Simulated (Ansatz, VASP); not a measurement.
# K: VASP beside Ansatz

```
CELL_PARAMETERS angstrom
-2.59775 2.59775 2.59775
2.59775 -2.59775 2.59775
2.59775 2.59775 -2.59775
ATOMIC_POSITIONS crystal
K 0.00000 0.00000 0.00000
```

Alike in both runs: task relaxation of cell and atoms; functional PBEsol; k mesh 12 × 12 × 12; occupations gaussian, width 0.1 eV; no spin polarisation.

```csv
,VASP,Ansatz
version,VASP 6.6.1,Ansatz 0.2.0
potentials or method,"VASP PAW PBE potentials, release 64 (K_sv), cutoff 600 eV","scalar-relativistic, plane waves, PAW"
valence electrons in the cell,9,9
```

```csv
,VASP,Ansatz,Ansatz less VASP
"gap on the k mesh at the Fermi level, each at its own relaxed structure (eV)",none,none,-
relaxed volume (Å³/atom),71.29,70.12,-1.169
relaxed cell length with the largest relative difference (Å),4.524,4.499,-0.0249
```

VASP's potentials were made for PBE, not for PBEsol. A gap of «none» marks a metal or a gap that the smearing closes.
